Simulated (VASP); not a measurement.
**C: single point with PBE**

System: C, a slab with vacuum.

```
C
1.0
     3.55380    3.55380    0.00000
    -3.55380    3.55380    0.00000
     0.00000    0.00000   20.21916
C
32
Cartesian
  -0.3279 0.3735 6.6574
  -0.0521 6.9756 10.5494
  0.3452 3.1543 6.7908
  -0.0110 3.6743 10.6043
  0.8912 0.9004 7.7685
  0.9967 1.0518 11.5645
  0.8418 4.5231 7.9628
  0.8509 4.5182 11.3850
  2.1245 4.9829 7.3650
  -1.6440 1.8051 10.6542
  1.5805 2.0404 7.2912
  1.7899 1.8479 10.4840
  -0.8588 2.7420 7.8481
  -0.8153 2.5724 11.3849
  2.6617 2.6774 7.8680
  2.5615 2.6839 11.3651
  -1.7329 3.6792 8.6260
  -1.7633 3.5338 12.4542
  1.7983 3.4428 8.7229
  1.8259 3.6030 12.4221
  -0.8460 1.0805 9.7611
  2.3985 4.6810 13.5620
  -0.9715 4.4694 9.6367
  -0.4623 4.0976 13.5803
  0.0160 1.7170 8.8539
  0.0996 1.7636 12.3017
  0.0151 5.4594 8.6950
  -0.0056 5.3552 12.2702
  0.8655 6.2238 9.8129
  -2.3171 2.3227 12.9089
  0.9939 2.6220 9.6876
  0.3448 3.2344 12.8098
```

* Program: VASP 6.6.1
* Task: single point
* Functional: PBE
* Potentials or basis: VASP PAW PBE potentials, release 64 (C)
* Cutoff: 520 eV
* k mesh: 2 × 2 × 1
* Occupations: methfessel-paxton, width 0.05 eV
* Spin: no spin polarisation

- Largest force: 9.606 eV/Å

Forces on the atoms (eV/Å):
```
C   -1.212  0.849  5.133
C    0.557  7.573  1.773
C    0.637  0.559  3.880
C   -0.736 -3.800 -5.055
C   -1.165  0.923  0.185
C    1.279 -6.526 -0.999
C    5.626 -3.244 -4.513
C    2.682 -0.774  0.658
C   -0.083  1.309 -1.887
C   -7.790 -0.893 -5.087
C   -4.804  2.046 -2.729
C   -0.166 -4.547  3.958
C    1.879 -4.110 -2.214
C    1.470  5.196  3.146
C    1.937  2.131 -3.134
C    3.586  0.773  5.938
C   -1.096 -3.330  2.139
C    1.281  1.063  0.720
C   -3.021  4.578  3.910
C   -4.480  1.381  0.147
C    1.528 -9.370 -1.463
C   -0.422  0.630 -4.884
C    3.527  1.198 -1.047
C   -2.082  0.389 -5.130
C    0.735  3.258 -1.007
C   -5.244  5.685  4.850
C    0.476 -3.158  3.367
C    1.656  0.351  3.208
C    2.389 -0.047 -6.026
C   -0.495 -0.090  1.280
C   -5.197  4.174 -2.913
C    6.751 -4.177  3.796
```

Wall time 3.4 min on 1 thread of Intel(R) Xeon(R) 6975P-C (Granite Rapids) (shared host), peak memory 0.55 GiB.

Caveat: the k points lie up to 0.63 Å⁻¹ apart.
